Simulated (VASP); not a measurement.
# Si (a cell with a defect) in VASP: single point with PBE

Aim: the single point of Si (a cell with a defect) with PBE.

Everything below comes from runs of VASP 6.6.1. Logs are shortened: lines on timing, memory, paths and dates and some standing lists are left out, and cuts for length are marked.

## Step 1: The cell of the first run

The cell holds a defect, 53 atoms: a = 11.604 Å, b = 11.604 Å, c = 11.604 Å, α = 60.00°, β = 60.00°, γ = 60.00°.

## Step 2: Single point, PBE

Input file INCAR:

```
SYSTEM = Si
PREC = Accurate
ENCUT = 520
EDIFF = 1E-6
ISMEAR = 0
SIGMA = 0.02
LREAL = Auto
LASPH = .TRUE.
NELM = 100
ALGO = Normal
ISIF = 2
LWAVE = .FALSE.
LCHARG = .FALSE.
GGA = PE
NELECT = 214.0
NBANDS = 138
```

Input file KPOINTS:

```
Automatic mesh
0
G
  2 2 2
  0 0 0
```

Input file POSCAR:

```
Si
1.0
    8.2051406440      0.0000000000      8.2051406440
    8.2051406440      8.2051406440      0.0000000000
    0.0000000000      8.2051406440      8.2051406440
Si
53
Direct
    0.1771935501      0.1771935501      0.1771935501
    0.2475810700      0.5796594728      0.2475810700
    0.2475810700      0.9251783521      0.2475810700
    0.5796594728      0.2475810700      0.2475810700
    0.5835468529      0.5835468529      0.2493595282
    0.5796594728      0.9251783521      0.2475810700
    0.9251783521      0.2475810700      0.2475810700
    0.9251783521      0.5796594728      0.2475810700
    0.9170143848      0.9170143848      0.2489568538
    0.2475810700      0.2475810700      0.5796594728
    0.2493595282      0.5835468529      0.5835468529
    0.2475810700      0.9251783521      0.5796594728
    0.5835468529      0.2493595282      0.5835468529
    0.5835468529      0.5835468529      0.5835468529
    0.5824334655      0.9175665387      0.5824334655
    0.9251783521      0.2475810700      0.5796594728
    0.9175665387      0.5824334655      0.5824334655
    0.9175665387      0.9175665387      0.5824334655
    0.2475810700      0.2475810700      0.9251783521
    0.2475810700      0.5796594728      0.9251783521
    0.2489568538      0.9170143848      0.9170143848
    0.5796594728      0.2475810700      0.9251783521
    0.5824334655      0.5824334655      0.9175665387
    0.5824334655      0.9175665387      0.9175665387
    0.9170143848      0.2489568538      0.9170143848
    0.9175665387      0.5824334655      0.9175665387
    0.9170143848      0.9170143848      0.9170143848
    0.1771935501      0.4684192711      0.1771935501
    0.1677926144      0.8322074290      0.1677926144
    0.4684192711      0.1771935501      0.1771935501
    0.4984530037      0.4984530037      0.1685058258
    0.4984530647      0.8345881926      0.1685057649
    0.8322074290      0.1677926144      0.1677926144
    0.8345881926      0.4984530647      0.1685057649
    0.8322073681      0.8322073681      0.1677926753
    0.1771935501      0.1771935501      0.4684192711
    0.1685058258      0.4984530037      0.4984530037
    0.1685057649      0.8345881926      0.4984530647
    0.4984530037      0.1685058258      0.4984530037
    0.5000000217      0.5000000217      0.5000000217
    0.4984530037      0.8345882535      0.4984530037
    0.8345881926      0.1685057649      0.4984530647
    0.8345882535      0.4984530037      0.4984530037
    0.8333824850      0.8333824850      0.4998524313
    0.1677926144      0.1677926144      0.8322074290
    0.1685057649      0.4984530647      0.8345881926
    0.1677926753      0.8322073681      0.8322073681
    0.4984530647      0.1685057649      0.8345881926
    0.4984530037      0.4984530037      0.8345882535
    0.4998524313      0.8333824850      0.8333824850
    0.8322073681      0.1677926753      0.8322073681
    0.8333824850      0.4998524313      0.8333824850
    0.8333824850      0.8333824850      0.8333824850
```

Potentials or basis: VASP PAW PBE potentials, release 64 (Si).

Started as:

```sh
> cat potpaw_PBE.64/Si/POTCAR > POTCAR
> mpirun -np 1 vasp_std > vasp.out
```

OUTCAR:

```text
SYSTEM = Si
   PREC = Accurate
   ENCUT = 520
   EDIFF = 1E-6
   ISMEAR = 0
   LREAL = Auto
   LASPH = .TRUE.
   NELM = 100
   ISIF = 2
   GGA = PE
   NELECT = 214.0

 ion  position               nearest neighbor table
   1  0.177  0.177  0.177-   3 2.40   7 2.40  19 2.40
   2  0.248  0.580  0.248-  31 2.38  37 2.38  29 2.39  28 2.40
   3  0.248  0.925  0.248-  32 2.38  38 2.38  29 2.39   1 2.40
   4  0.580  0.248  0.248-  31 2.38  39 2.38  33 2.39  30 2.40
   5  0.584  0.584  0.249-  40 2.37  34 2.38  32 2.38  31 2.38
   6  0.580  0.925  0.248-  32 2.38  41 2.38  35 2.39  30 2.40
   7  0.925  0.248  0.248-  34 2.38  42 2.38  33 2.39   1 2.40
[... 32 lines left out ...]
  40  0.500  0.500  0.500-   5 2.37  11 2.37  13 2.37  14 2.37
  41  0.498  0.835  0.498-  15 2.38  12 2.38   6 2.38  14 2.38
  42  0.835  0.169  0.498-  18 2.38  16 2.38   7 2.38  13 2.38
[... 9 lines left out ...]
  52  0.833  0.500  0.833-  25 2.38  23 2.38  17 2.38  26 2.38
  53  0.833  0.833  0.833-  27 2.38  24 2.38  26 2.38  18 2.38

  LATTYP: Found a face centered cubic cell.
 ALAT       =    16.4102812880

  Lattice vectors:

 A1 = (   8.2051406440,   0.0000000000,   8.2051406440)
 A2 = (   8.2051406440,   8.2051406440,   0.0000000000)
 A3 = (   0.0000000000,   8.2051406440,   8.2051406440)

Analysis of symmetry for initial positions (statically):
=====================================================================
 Subroutine PRICEL returns:
 Original cell was already a primitive cell.

 Routine SETGRP: Setting up the symmetry group for a
 face centered cubic supercell.

 Subroutine GETGRP returns: Found 24 space group operations
 (whereof 24 operations were pure point group operations)
 out of a pool of 48 trial point group operations.

The static configuration has the point symmetry T_d .

Analysis of symmetry for dynamics (positions and initial velocities):
=====================================================================
 Subroutine PRICEL returns:
 Original cell was already a primitive cell.

 Routine SETGRP: Setting up the symmetry group for a
 face centered cubic supercell.

 Subroutine GETGRP returns: Found 24 space group operations
 (whereof 24 operations were pure point group operations)
 out of a pool of 48 trial point group operations.

The dynamic configuration has the point symmetry T_d .

 Subroutine INISYM returns: Found 24 space group operations
 (whereof 24 operations are pure point group operations),
 and found     1 'primitive' translations
[... 179 lines left out ...]
   IBRION =     -1    ionic relax: 0-MD 1-quasi-New 2-CG
   NFREE  =      0    steps in history (QN), initial steepest desc. (CG)
   ISIF   =      2    stress and relaxation
   ISYM   =      2    0-nonsym 1-usesym 2-fastsym
   POTIM  = 0.5000    time-step for ionic-motion
   TEBEG  =    0.0;   TEEND  =   0.0 temperature during run
   PSTRESS=    0.0 pullay stress
   NELECT =     214.0000    total number of electrons
   NUPDOWN=      -1.0000    fix difference up-down
   EMIN   =  10.00;   EMAX   =-10.00  energy-range for DOS
   EFERMI =   0.00;   METHOD = LEGACY
   ISMEAR =     0;   SIGMA  =   0.02  broadening in eV -4-tet -1-fermi 0-gaus
   EFERMI_NEDOS =   21; number of points for ismear=-14 and -15
   IALGO  =     38    algorithm
   IMIX   =      4    mixing-type and parameters
     AMIX     =   0.40;   BMIX     =  1.00
     AMIX_MAG =   1.60;   BMIX_MAG =  1.00
  volume/ion in A,a.u.               =      20.85       140.67
  Fermi-wavevector in a.u.,A,eV,Ry     =   0.947218  1.789983 12.207452  0.897222
  Thomas-Fermi vector in A             =   2.075291
   LORBIT       =      0    0 simple, 1 ext, 2 COOP (PROOUT), +10 PAW based schemes
   GGA     = PE    functional components
   LHFCALC =     F    Hartree Fock is set to
   AEXX    =    0.0000 exact exchange contribution
   IVDW    =     0    specifies the selected vdW correction
   LEPSILON=     F    determine dielectric tensor
   LRPA    =     F    only Hartree local field effects (RPA)
 non-spin polarized calculation
 Gauss-broadening in eV      SIGMA  =   0.02
  energy-cutoff  :      520.00
  volume of cell :     1104.81
 maximum number of plane-waves:     29794
 NGX is ok and might be reduce to    90
   NGX = 43   NGY = 43   NGZ = 43

 number of electron     214.0000005 magnetization

 Free energy of the ion-electron system (eV)
  ---------------------------------------------------
  ext. energy  EPLUGINS =         0.00000000
  ---------------------------------------------------
  free energy    TOTEN  =      -271.93761418 eV

  energy without entropy =     -271.92688892  energy(sigma->0) =     -271.93225155

 E-fermi :   6.0187     XC(G=0):  -9.3080

 val. band max:        5.8906594336   @ k =   0.5000   0.5000   0.0000
 cond. band min:       6.0232396560   @ k =   0.5000   0.0000   0.0000
 fundamental gap:      0.1325802224
 Fermi energy:         6.0187338061

 k-point     1 :       0.0000    0.0000    0.0000
  band No.  band energies     occupation
      1      -6.3065      2.00000
      2      -5.0524      2.00000
      3      -5.0213      2.00000
      4      -5.0213      2.00000
      5      -5.0213      2.00000
      6      -4.9310      2.00000
[... 355 lines left out ...]
    118       7.5634      0.00000
    119       7.6347      0.00000
 [bands above 119 left out]

------------------------ aborting loop because EDIFF is reached ----------------------------------------

  FORCE on cell =-STRESS in cart. coord.  units (eV):
  Direction    XX          YY          ZZ          XY          YZ          ZX
  --------------------------------------------------------------------------------------
  -------------------------------------------------------------------------------------
  Total        9.0643179      9.0643179      9.0643179      0.0000000      0.0000000      0.0000000
  in kB       13.1449103     13.1449103     13.1449103      0.0000000      0.0000000      0.0000000
  external PRESSURE =      13.1449103 kB  Pullay stress =       0.0000000 kB

 VOLUME and BASIS-vectors are now :
 -----------------------------------------------------------------------------
  energy-cutoff  :      520.00
  volume of cell :     1104.81
      direct lattice vectors                 reciprocal lattice vectors
     8.205140644  0.000000000  8.205140644     0.060937408 -0.060937408  0.060937408
     8.205140644  8.205140644  0.000000000     0.060937408  0.060937408 -0.060937408
     0.000000000  8.205140644  8.205140644    -0.060937408  0.060937408  0.060937408

 POSITION                                       TOTAL-FORCE (eV/Angst)
 -----------------------------------------------------------------------------------
      2.90780      2.90780      2.90780        -0.000691     -0.000691     -0.000691
      6.78763      6.78763      4.06288         0.000500      0.000500     -0.007178
      9.62266      9.62266      4.06288        -0.000500     -0.000500     -0.007178
      6.78763      4.06288      6.78763         0.000500     -0.007178      0.000500
      9.57617      6.83411      6.83411         0.006354     -0.006354     -0.006354
     12.34741      9.62266      6.78763         0.007178     -0.000500      0.000500
[... 45 lines left out ...]
     10.93938     10.93938     13.67604         0.001646      0.001646     -0.001646
     13.67604     13.67604     13.67604        -0.001646     -0.001646     -0.001646
 -----------------------------------------------------------------------------------
    total drift:                               -0.000028     -0.000028     -0.000028

  FREE ENERGIE OF THE ION-ELECTRON SYSTEM (eV)
  ---------------------------------------------------
  free  energy   TOTEN  =      -271.9376141787 eV

  energy  without entropy=     -271.9268889176  energy(sigma->0) =     -271.93225155
```

Run time: 16 min. Hardware: 1 thread of Intel Xeon Platinum 8259CL at 2.50GHz (Skylake/Cascade Lake), shared host; peak memory 1.3 GiB.

What came out:

- Free energy: -271.9376 eV
- Largest force: 0.015 eV/Å

Forces on the atoms (eV/Å):
```
Si  -0.001 -0.001 -0.001
Si   0.001  0.001 -0.007
Si  -0.001 -0.001 -0.007
Si   0.001 -0.007  0.001
Si   0.006 -0.006 -0.006
Si   0.007 -0.001  0.001
Si  -0.001 -0.007 -0.001
Si   0.007  0.001 -0.001
Si   0.008 -0.008 -0.008
Si  -0.007  0.001  0.001
Si  -0.006  0.006 -0.006
Si  -0.001  0.007  0.001
Si  -0.006 -0.006  0.006
Si   0.006  0.006  0.006
Si   0.000  0.000  0.007
Si  -0.001  0.001  0.007
Si   0.000  0.007  0.000
Si  -0.007  0.000  0.000
Si  -0.007 -0.001 -0.001
Si   0.001  0.007 -0.001
Si  -0.008  0.008 -0.008
Si   0.001 -0.001  0.007
Si   0.007  0.000  0.000
Si   0.000 -0.007  0.000
Si  -0.008 -0.008  0.008
Si   0.000  0.000 -0.007
Si   0.008  0.008  0.008
Si   0.001  0.001 -0.001
Si   0.000  0.000  0.015
Si   0.001 -0.001  0.001
Si   0.008  0.000  0.000
Si   0.000 -0.008  0.000
Si   0.000  0.015  0.000
Si   0.000  0.000 -0.008
Si  -0.015  0.000  0.000
Si  -0.001  0.001  0.001
Si   0.000  0.008  0.000
Si  -0.008  0.000  0.000
Si   0.000  0.000  0.008
Si   0.000  0.000  0.000
Si   0.000  0.000  0.008
Si  -0.008  0.000  0.000
Si   0.000  0.008  0.000
Si  -0.002  0.002  0.002
Si   0.015  0.000  0.000
Si   0.000  0.000 -0.008
Si   0.000 -0.015  0.000
Si   0.000 -0.008  0.000
Si   0.008  0.000  0.000
Si   0.002 -0.002  0.002
Si   0.000  0.000 -0.015
Si   0.002  0.002 -0.002
Si  -0.002 -0.002 -0.002
```

Levels at points of the mesh, in eV from the Fermi level:
```csv
k point,band 104,band 105,band 106,band 107,band 108,band 109
"(0.00, 0.00, 0.00)",-0.80,-0.80,0.14,0.14,0.14,0.17
"(0.50, 0.00, 0.00)",-1.12,-0.98,-0.98,0.00,0.00,0.49
"(0.50, 0.50, 0.00)",-1.22,-1.13,-0.99,-0.13,-0.13,0.20
```

Caveat: the cell carries a net charge on a neutralising background, which shifts energy and pressure; the cell is charged against a uniform background, so pressure and absolute levels hang on convention.
